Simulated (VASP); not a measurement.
Runs of VASP 6.6.1 on ZnSe. The structure is cubic, space group F-43m (No. 216). The conventional cell has a = 5.668 Å, b = 5.668 Å, c = 5.668 Å, α = 90.00°, β = 90.00°, γ = 90.00°. Within 3.2 Å of Zn (site symmetry -43m) lie 4 Se at 2.45 Å. Within 3.2 Å of Se (site symmetry -43m) lie 4 Zn at 2.45 Å. 

| k mesh | gap on the mesh (eV) | pressure (GPa) |
| --- | --- | --- |
| 8 × 8 × 8 | 1.29 | 2.3 |
| 10 × 10 × 10 | 1.29 | 2.3 |
| 2 × 2 × 2 | 1.16 | (b) |
| 6 × 6 × 6 | 1.29 | (a) |
| 4 × 4 × 4 | 1.28 | 2.7 |

Alike in all rows: task single point; level PBE; potentials or basis VASP PAW PBE potentials, release 64 (Zn, Se); no spin polarisation; cell as given; cutoff (eV) 500; smearing gaussian 0.01 eV.

Question: Estimate the missing entries.

Answer: (a) 2.4; (b) 8.2.

Caveats: some runs use coarse meshes.

A k mesh can miss the band edges, and the runs leave out spin-orbit coupling on Se.
